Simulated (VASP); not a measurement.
Here is a VASP 6.6.1 calculation.

Contents of INCAR:

```
SYSTEM = Ba
PREC = Accurate
ENCUT = 520
EDIFF = 1E-7
ISMEAR = 0
SIGMA = 0.15
LREAL = .False.
LASPH = .True.
NELM = 80
ALGO = Fast
ISIF = 2
LWAVE = .False.
LCHARG = .False.
GGA = PE
NBANDS = 11
```

Contents of KPOINTS:

```
Automatic mesh
0
Gamma
  16 16 16
  0 0 0
```

Contents of POSCAR:

```
Ba
1.0
   -2.8860391832      2.8860391832      1.8759254691
    2.8860391832     -2.8860391832      1.8759254691
    2.8860391832      2.8860391832     -1.8759254691
Ba
1
Direct
    0.0000000000      0.0000000000      0.0000000000
```

Potentials or basis: VASP PAW PBE potentials, release 64 (Ba_sv).

Run with:

```sh
$ cat potpaw_PBE.64/Ba_sv/POTCAR > POTCAR
$ mpirun -np 1 vasp_std > vasp.out
```

**Question.** What does it give for the pressure?

**Answer.** 0.7 GPa.

**Question.** Estimate the band gap on the k mesh.

**Answer.** Zero (band 5 reaches 2.23 eV, above the bottom of band 6 at 1.19 eV).

Stress tensor (GPa, compression positive):
```
-1.47  0.00  0.00
 0.00 -1.47  0.00
 0.00  0.00  5.17
```

Caveat: spin-orbit coupling is left out, which moves the levels of the heavy elements.
